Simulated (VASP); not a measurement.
# BaTiO3 in VASP: a series of runs

The runs below take BaTiO3 through electric field gradients, with LDA.

Everything below comes from runs of VASP 6.6.1. Logs are shortened: lines on timing, memory, paths and dates and some standing lists are left out, and cuts for length are marked.

**1. The cell of the first run**

It takes space group R-3m (No. 166, trigonal). The conventional cell has a = 5.582 Å, b = 5.582 Å, c = 7.149 Å, α = 90.00°, β = 90.00°, γ = 120.00°. Within 3.7 Å of Ba (site symmetry -3m) lie 12 O at 2.79 to 2.88 Å and 8 Ti at 3.44 to 3.57 Å. Within 2.7 Å of Ti (site symmetry -3m) lie 6 O at 2.00 Å. Within 2.9 Å of O (site symmetry 2/m) lie 2 Ti at 2.00 Å and 4 Ba at 2.79 to 2.88 Å and 8 O at 2.79 to 2.88 Å.

**2. Electric field gradients, LDA (equal xy, yz and zx shear strains of +3 %)**

The input, INCAR:

```
  PREC = Accurate
  ENCUT = 910
  EDIFF = 1E-8
  ISMEAR = -1
  SIGMA = 0.05
  LREAL = False
  LASPH = True
  NELM = 120
  ALGO = Normal
  ISIF = 2
  LWAVE = False
  LCHARG = False
  GGA = CA
  LEFG = True
  NBANDS = 28
  GGA_COMPAT = False
```

The input, KPOINTS:

```
Automatic mesh
0
Gamma
  8 8 8
```

The input, POSCAR:

```
BaTiO3
1.0
    4.0073000000      0.0601095000      0.0601095000
    0.0601095000      4.0073000000      0.0601095000
    0.0601095000      0.0601095000      4.0073000000
Ba Ti O
1 1 3
Direct
    0.5000000000      0.5000000000      0.5000000000
    0.0000000000      0.0000000000      0.0000000000
    0.5000000000      0.0000000000      0.0000000000
    0.0000000000      0.5000000000      0.0000000000
    0.0000000000      0.0000000000      0.5000000000
```

Potentials or basis: VASP PAW LDA potentials, release 64 (Ba_sv, Ti_sv, O_h).

On the command line:

```
$ cat potpaw_LDA.64/Ba_sv/POTCAR potpaw_LDA.64/Ti_sv/POTCAR potpaw_LDA.64/O_h/POTCAR > POTCAR
$ mpirun -np 1 vasp_std > vasp.out
```

OUTCAR:

```text
PREC = Accurate
   ENCUT = 910
   EDIFF = 1E-8
   ISMEAR = -1
   LREAL = False
   LASPH = True
   NELM = 120
   ISIF = 2
   GGA = CA

 ion  position               nearest neighbor table
   1  0.500  0.500  0.500-   3 2.79   4 2.79   3 2.79   5 2.79   4 2.79   5 2.79   5 2.88   5 2.88
                             4 2.88   3 2.88   4 2.88   3 2.88   2 3.44   2 3.44   2 3.44   2 3.44
   2  0.000  0.000  0.000-   5 2.00   5 2.00   3 2.00   4 2.00   4 2.00   3 2.00   1 3.44   1 3.44
                             1 3.44   1 3.44   1 3.44   1 3.44   1 3.57   1 3.57
   3  0.500  0.000  0.000-   2 2.00   2 2.00   1 2.79   1 2.79   1 2.88   1 2.88
   4  0.000  0.500  0.000-   2 2.00   2 2.00   1 2.79   1 2.79   1 2.88   1 2.88
   5  0.000  0.000  0.500-   2 2.00   2 2.00   1 2.79   1 2.79   1 2.88   1 2.88

  LATTYP: Found a trigonal (rhomboedric) cell.
 ALAT       =     4.0082015411
 COS(alpha) =     0.0302114049

  Lattice vectors:

 A1 = (   4.0073000000,   0.0601095000,   0.0601095000)
 A2 = (   0.0601095000,   4.0073000000,   0.0601095000)
 A3 = (   0.0601095000,   0.0601095000,   4.0073000000)

Analysis of symmetry for initial positions (statically):
=====================================================================
 Subroutine PRICEL returns:
 Original cell was already a primitive cell.

 Routine SETGRP: Setting up the symmetry group for a
 trigonal (rhombohedral) supercell.

 Subroutine GETGRP returns: Found 12 space group operations
 (whereof 12 operations were pure point group operations)
 out of a pool of 12 trial point group operations.

The static configuration has the point symmetry D_3d.

Analysis of symmetry for dynamics (positions and initial velocities):
=====================================================================
 Subroutine PRICEL returns:
 Original cell was already a primitive cell.

 Routine SETGRP: Setting up the symmetry group for a
 trigonal (rhombohedral) supercell.

 Subroutine GETGRP returns: Found 12 space group operations
 (whereof 12 operations were pure point group operations)
 out of a pool of 12 trial point group operations.

The dynamic configuration has the point symmetry D_3d.

 Subroutine INISYM returns: Found 12 space group operations
 (whereof 12 operations are pure point group operations),
 and found     1 'primitive' translations

----------------------------------------------------------------------------------------

                                     Primitive cell

  volume of cell :      64.3080

  direct lattice vectors                    reciprocal lattice vectors
     4.007300000  0.060109500  0.060109500     0.249655266 -0.003689487 -0.003689487
     0.060109500  4.007300000  0.060109500    -0.003689487  0.249655266 -0.003689487
     0.060109500  0.060109500  4.007300000    -0.003689487 -0.003689487  0.249655266

  length of vectors
     4.008201541  4.008201541  4.008201541     0.249709784  0.249709784  0.249709784

  position of ions in fractional coordinates (direct lattice)
     0.500000000  0.500000000  0.500000000
     0.000000000  0.000000000  0.000000000
     0.500000000  1.000000000  1.000000000
     1.000000000  0.500000000  1.000000000
     1.000000000  1.000000000  0.500000000

  ion indices of the primitive-cell ions
   primitive index   ion index
                 1           1
                 2           2
                 3           3
                 4           4
                 5           5

----------------------------------------------------------------------------------------

 KPOINTS: Automatic mesh

Automatic generation of k-mesh.
 Grid dimensions read from file:
 generate k-points for:    8    8    8

 Generating k-lattice:

[... 49 lines left out ...]
   NGX,Y,Z   is equivalent  to a cutoff of  16.59, 16.59, 16.59 a.u.
   NGXF,Y,Z  is equivalent  to a cutoff of  33.18, 33.18, 33.18 a.u.
 SYSTEM =  unknown system
   PREC   = accura    normal or accurate (medium, high low for compatibility)
   ISTART =      0    job   : 0-new  1-cont  2-samecut
   ICHARG =      2    charge: 1-file 2-atom 10-const
   ISPIN  =      1    spin polarized calculation?
   LNONCOLLINEAR =      F non collinear calculations
   LSORBIT =      F    spin-orbit coupling
   LASPH  =      T    aspherical Exc in radial PAW
   ENCUT  =  910.0 eV  66.88 Ry    8.18 a.u.   9.86  9.86  9.86*2*pi/ulx,y,z
   NELM   =    120;   NELMIN=  2; NELMDL= -5     # of ELM steps
   EDIFF  = 0.1E-07   stopping-criterion for ELM
   LREAL  =      F    real-space projection
   EDIFFG = 0.1E-06   stopping-criterion for IOM
   NSW    =      0    number of steps for IOM
   IBRION =     -1    ionic relax: 0-MD 1-quasi-New 2-CG
   NFREE  =      0    steps in history (QN), initial steepest desc. (CG)
   ISIF   =      2    stress and relaxation
   ISYM   =      2    0-nonsym 1-usesym 2-fastsym
   POTIM  = 0.5000    time-step for ionic-motion
   TEBEG  =    0.0;   TEEND  =   0.0 temperature during run
   PSTRESS=    0.0 pullay stress
   NELECT =      40.0000    total number of electrons
   NUPDOWN=      -1.0000    fix difference up-down
   EMIN   =  10.00;   EMAX   =-10.00  energy-range for DOS
   EFERMI =   0.00;   METHOD = LEGACY
   ISMEAR =    -1;   SIGMA  =   0.05  broadening in eV -4-tet -1-fermi 0-gaus
   EFERMI_NEDOS =   21; number of points for ismear=-14 and -15
   IALGO  =     38    algorithm
   IMIX   =      4    mixing-type and parameters
     AMIX     =   0.40;   BMIX     =  1.00
     AMIX_MAG =   1.60;   BMIX_MAG =  1.00
  volume/ion in A,a.u.               =      12.86        86.79
  Fermi-wavevector in a.u.,A,eV,Ry     =   1.397461  2.640819 26.570786  1.952898
  Thomas-Fermi vector in A             =   2.520715
   LORBIT       =      0    0 simple, 1 ext, 2 COOP (PROOUT), +10 PAW based schemes
   GGA     = CA    functional components
   LHFCALC =     F    Hartree Fock is set to
   AEXX    =    0.0000 exact exchange contribution
   IVDW    =     0    specifies the selected vdW correction
   LEPSILON=     F    determine dielectric tensor
   LRPA    =     F    only Hartree local field effects (RPA)
 non-spin polarized calculation
  energy-cutoff  :      910.00
  volume of cell :       64.31
 maximum number of plane-waves:      4041
   NGX = 19   NGY = 19   NGZ = 19

 number of electron      39.9999988 magnetization

 Free energy of the ion-electron system (eV)
  ---------------------------------------------------
  ext. energy  EPLUGINS =         0.00000000
  ---------------------------------------------------
  free energy    TOTEN  =       -44.05546350 eV

  energy without entropy =      -44.05546349  energy(sigma->0) =      -44.05546350

 E-fermi :   4.6995     XC(G=0): -11.7266

 val. band max:        3.8982033049   @ k =   0.5000   0.5000   0.5000
 cond. band min:       5.4499802737   @ k =   0.0000   0.0000   0.0000
 fundamental gap:      1.5517769688
 Fermi energy:         4.6995293841

 k-point     1 :       0.0000    0.0000    0.0000
  band No.  band energies     occupation
      1     -52.0396      2.00000
      2     -28.6630      2.00000
      3     -28.6630      2.00000
      4     -28.6291      2.00000
      5     -20.7990      2.00000
      6     -12.7104      2.00000
[... 733 lines left out ...]
     27      11.2978      0.00000
     28      12.4240      0.00000

 [... further k-points ...]

------------------------ aborting loop because EDIFF is reached ----------------------------------------

  FORCE on cell =-STRESS in cart. coord.  units (eV):
  Direction    XX          YY          ZZ          XY          YZ          ZX
  --------------------------------------------------------------------------------------
  -------------------------------------------------------------------------------------
  Total       -2.9970018     -2.9970018     -2.9970018     -1.4636569     -1.4636569     -1.4636569
  in kB      -74.6676246    -74.6676246    -74.6676246    -36.4657052    -36.4657052    -36.4657052
  external PRESSURE =     -74.6676246 kB  Pullay stress =       0.0000000 kB

 VOLUME and BASIS-vectors are now :
 -----------------------------------------------------------------------------
  energy-cutoff  :      910.00
  volume of cell :       64.31
      direct lattice vectors                 reciprocal lattice vectors
     4.007300000  0.060109500  0.060109500     0.249655266 -0.003689487 -0.003689487
     0.060109500  4.007300000  0.060109500    -0.003689487  0.249655266 -0.003689487
     0.060109500  0.060109500  4.007300000    -0.003689487 -0.003689487  0.249655266

 POSITION                                       TOTAL-FORCE (eV/Angst)
 -----------------------------------------------------------------------------------
      2.06376      2.06376      2.06376         0.000000      0.000000      0.000000
      0.00000      0.00000      0.00000        -0.000000     -0.000000      0.000000
      2.00365      0.03005      0.03005        -0.000000     -0.000000     -0.000000
      0.03005      2.00365      0.03005         0.000000     -0.000000      0.000000
      0.03005      0.03005      2.00365        -0.000000      0.000000     -0.000000
 -----------------------------------------------------------------------------------
    total drift:                               -0.000000      0.000000     -0.000000

  FREE ENERGIE OF THE ION-ELECTRON SYSTEM (eV)
  ---------------------------------------------------
  free  energy   TOTEN  =       -44.0554635038 eV

  energy  without entropy=      -44.0554634948  energy(sigma->0) =      -44.05546350

 Electric field gradients (V/A^2)
---------------------------------------------------------------------
 ion       V_xx      V_yy      V_zz      V_xy      V_xz      V_yz
---------------------------------------------------------------------
   1      -0.000     0.000    -0.000    22.224    22.224    22.224
   2      -0.000    -0.000    -0.000    -5.559    -5.559    -5.559
   3      21.789   -10.894   -10.894     4.066     4.066     0.073
   4     -10.894    21.789   -10.894     4.066     0.073     4.066
   5     -10.894   -10.894    21.789     0.073     4.066     4.066
---------------------------------------------------------------------

 Electric field gradients after diagonalization (V/A^2)
 (convention: |V_zz| > |V_xx| > |V_yy|)
----------------------------------------------------------------------
 ion       V_xx      V_yy      V_zz     asymmetry (V_yy - V_xx)/ V_zz
----------------------------------------------------------------------
   1     -22.224   -22.224    44.448       0.000
   2       5.559     5.559   -11.118       0.000
   3     -11.805   -10.968    22.773       0.037
   4     -11.805   -10.968    22.773       0.037
   5     -11.805   -10.968    22.773       0.037
----------------------------------------------------------------------

           NMR quadrupolar parameters

 Cq : quadrupolar parameter    Cq=e*Q*V_zz/h
 eta: asymmetry parameters     (V_yy - V_xx)/ V_zz
 Q  : nuclear electric quadrupole moment in mb (millibarn)
----------------------------------------------------------------------
 ion       Cq(MHz)       eta       Q (mb)
----------------------------------------------------------------------
   1       0.107       0.000       1.000
   2      -0.027       0.000       1.000
   3       0.055       0.037       1.000
   4       0.055       0.037       1.000
   5       0.055       0.037       1.000
----------------------------------------------------------------------
```

Run time: 3.1 min. Hardware: 1 thread of Intel Xeon Platinum 8375C at 2.90GHz (Ice Lake), shared host; peak memory 0.39 GiB.

Results:

| Property | Result |
| --- | --- |
| Free energy | -44.0555 eV |
| Pressure | -7.5 GPa |
| Band gap on the k mesh | 1.55 eV (least direct gap 1.63 eV) |
| Largest electric field gradient by atom | Ba +44.4; Ti -11.1; O +22.8 V/Å² |

Electric field gradients, principal values (V/Å²):
```
atom    least   middle  greatest (by size)
1 Ba  -22.224  -22.224              44.448
2 Ti    5.559    5.559             -11.118
 3 O  -10.968  -11.805              22.773
 4 O  -10.968  -11.805              22.773
 5 O  -10.968  -11.805              22.773
```

Caveat: the cell differs from its parent crystal (equal xy, yz and zx shear strains of +3 %); the cutoff is under 1.25 times the usual one of these potentials, so pressure, stress and relaxed cells hold a basis-set (Pulay) error; the cell stands under tension; without QUAD_EFG the Cq values of the log hold for a quadrupole moment of 1 mb, not for the nuclei; spin-orbit coupling is left out, which moves the levels of the heavy elements. A k mesh can miss the band edges.

**3. Electric field gradients, LDA (equal xy, yz and zx shear strains of +1 %)**

The input, INCAR:

```
SYSTEM = BaTiO3
PREC = Accurate ; ENCUT = 910
EDIFF = 1E-8 ; ISMEAR = -1
SIGMA = 0.05 ; LREAL = .FALSE.
LASPH = .TRUE. ; NELM = 120
ALGO = Normal ; ISIF = 2
LWAVE = .FALSE. ; LCHARG = .FALSE.
GGA = CA ; LEFG = .TRUE.
NBANDS = 28 ; GGA_COMPAT = .FALSE.
```

The input, KPOINTS:

```
Automatic mesh
0
G
  8 8 8
  0 0 0
```

POSCAR, as its differences from that of step 2:

```diff
@@ -2,5 +2,5 @@
 1.0
-    4.0073000000      0.0601095000      0.0601095000
-    0.0601095000      4.0073000000      0.0601095000
-    0.0601095000      0.0601095000      4.0073000000
+    4.0073000000      0.0200365000      0.0200365000
+    0.0200365000      4.0073000000      0.0200365000
+    0.0200365000      0.0200365000      4.0073000000
 Ba Ti O
```

Potentials or basis: VASP PAW LDA potentials, release 64 (Ba_sv, Ti_sv, O_h).

On the command line:

```
$ cat potpaw_LDA.64/Ba_sv/POTCAR potpaw_LDA.64/Ti_sv/POTCAR potpaw_LDA.64/O_h/POTCAR > POTCAR
$ mpirun -np 1 vasp_std > vasp.out
```

OUTCAR:

```text
SYSTEM = BaTiO3
   PREC = Accurate
   ENCUT = 910
   EDIFF = 1E-8
   ISMEAR = -1
   LREAL = .FALSE.
   LASPH = .TRUE.
   NELM = 120
   ISIF = 2
   GGA = CA

 ion  position               nearest neighbor table
   1  0.500  0.500  0.500-   3 2.82   4 2.82   3 2.82   5 2.82   4 2.82   5 2.82   3 2.85   3 2.85
                             4 2.85   5 2.85   4 2.85   5 2.85   2 3.46   2 3.46   2 3.46   2 3.46
   2  0.000  0.000  0.000-   3 2.00   4 2.00   5 2.00   5 2.00   4 2.00   3 2.00   1 3.46   1 3.46
                             1 3.46   1 3.46   1 3.46   1 3.46   1 3.51   1 3.51
   3  0.500  0.000  0.000-   2 2.00   2 2.00   1 2.82   1 2.82   1 2.85   1 2.85
   4  0.000  0.500  0.000-   2 2.00   2 2.00   1 2.82   1 2.82   1 2.85   1 2.85
   5  0.000  0.000  0.500-   2 2.00   2 2.00   1 2.82   1 2.82   1 2.85   1 2.85

  LATTYP: Found a trigonal (rhomboedric) cell.
 ALAT       =     4.0074001812
 COS(alpha) =     0.0100244988

  Lattice vectors:

 A1 = (   4.0073000000,   0.0200365000,   0.0200365000)
 A2 = (   0.0200365000,   4.0073000000,   0.0200365000)
 A3 = (   0.0200365000,   0.0200365000,   4.0073000000)

[... 957 lines left out ...]
      0.01002      0.01002      2.00365         0.000000     -0.000000      0.000000
 -----------------------------------------------------------------------------------
    total drift:                                0.000000      0.000000     -0.000000

  FREE ENERGIE OF THE ION-ELECTRON SYSTEM (eV)
  ---------------------------------------------------
  free  energy   TOTEN  =       -44.1118026235 eV

  energy  without entropy=      -44.1118026176  energy(sigma->0) =      -44.11180262

 Electric field gradients (V/A^2)
---------------------------------------------------------------------
 ion       V_xx      V_yy      V_zz      V_xy      V_xz      V_yz
---------------------------------------------------------------------
   1      -0.000    -0.000    -0.000     7.060     7.060     7.060
   2      -0.000    -0.000     0.000    -1.867    -1.867    -1.867
   3      21.691   -10.845   -10.845     1.334     1.334    -0.009
   4     -10.845    21.691   -10.845     1.334    -0.009     1.334
   5     -10.845   -10.845    21.691    -0.009     1.334     1.334
---------------------------------------------------------------------

 Electric field gradients after diagonalization (V/A^2)
 (convention: |V_zz| > |V_xx| > |V_yy|)
----------------------------------------------------------------------
 ion       V_xx      V_yy      V_zz     asymmetry (V_yy - V_xx)/ V_zz
----------------------------------------------------------------------
   1      -7.060    -7.060    14.119       0.000
   2       1.867     1.867    -3.735       0.000
   3     -10.963   -10.836    21.800       0.006
   4     -10.963   -10.836    21.800       0.006
   5     -10.963   -10.836    21.800       0.006
----------------------------------------------------------------------

           NMR quadrupolar parameters

 Cq : quadrupolar parameter    Cq=e*Q*V_zz/h
 eta: asymmetry parameters     (V_yy - V_xx)/ V_zz
 Q  : nuclear electric quadrupole moment in mb (millibarn)
----------------------------------------------------------------------
 ion       Cq(MHz)       eta       Q (mb)
----------------------------------------------------------------------
   1       0.034       0.000       1.000
   2      -0.009       0.000       1.000
   3       0.053       0.006       1.000
   4       0.053       0.006       1.000
   5       0.053       0.006       1.000
----------------------------------------------------------------------
```

It took 5.3 min on 1 thread of Intel Xeon Platinum 8488C (Sapphire Rapids), shared host; peak memory 0.39 GiB.

Results:

| Property | Result |
| --- | --- |
| Free energy | -44.1118 eV |
| Pressure | -7.7 GPa |
| Band gap on the k mesh | 1.63 eV (least direct gap 1.75 eV) |
| Largest electric field gradient by atom | Ba +14.1; Ti -3.7; O +21.8 V/Å² |

Stress tensor (GPa, compression positive):
```
-7.72 -1.21 -1.21
-1.21 -7.72 -1.21
-1.21 -1.21 -7.72
```

Electric field gradients, principal values (V/Å²):
| atom | least | middle | greatest (by size) |
| --- | --- | --- | --- |
| 1 Ba | -7.060 | -7.060 | 14.119 |
| 2 Ti | 1.867 | 1.867 | -3.735 |
| 3 O | -10.836 | -10.963 | 21.800 |
| 4 O | -10.836 | -10.963 | 21.800 |
| 5 O | -10.836 | -10.963 | 21.800 |

Caveat: the cell differs from its parent crystal (equal xy, yz and zx shear strains of +1 %); the cutoff is under 1.25 times the usual one of these potentials, so pressure, stress and relaxed cells hold a basis-set (Pulay) error; the cell stands under tension; without QUAD_EFG the Cq values of the log hold for a quadrupole moment of 1 mb, not for the nuclei; spin-orbit coupling is left out, which moves the levels of the heavy elements. A k mesh can miss the band edges.

[end of part 1 of 2]
